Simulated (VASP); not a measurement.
Input of a VASP 6.6.1 run:

The input INCAR:

```
  ALGO = Normal
  EDIFF = 1E-6
  ENCUT = 520
  GGA = PS
  ISIF = 2
  ISMEAR = -1
  ISPIN = 2
  LASPH = True
  LCHARG = False
  LMAXMIX = 4
  LORBIT = 11
  LREAL = False
  LWAVE = False
  MAGMOM = 2 -2
  NBANDS = 20
  NELM = 150
  PREC = Accurate
  SIGMA = 0.05
```

The input KPOINTS:

```
k-points
0
Gamma
  12 12 7
```

The input POSCAR:

```
Co
1.0
    2.4873648738      0.0000000000      0.0000000000
   -1.2436824369      2.1541211692      0.0000000000
    0.0000000000      0.0000000000      4.0632895034
Co
2
Direct
    0.3333333333      0.6666666667      0.7401390000
    0.6666666667      0.3333333333      0.2598610000
```

Potentials or basis: VASP PAW PBE potentials, release 64 (Co).

The run is started by

```sh
$ cat potpaw_PBE.64/Co/POTCAR > POTCAR
$ mpirun -np 1 vasp_std > vasp.out
```

Q: What does it give for the site moments?

A: Co +0.90, -0.90 μB.

Q: What does it give for the pressure?

A: -16.9 GPa.

Forces in eV/Å, atoms in the order of the input:
```
Co   0.000  0.000  0.528
Co   0.000  0.000 -0.528
```

Caveat: the cell stands under tension; the antiferromagnetic order is the one typed at the start, and another may lie lower; the PAW data sets were made with another functional, which shifts forces and pressure a little.
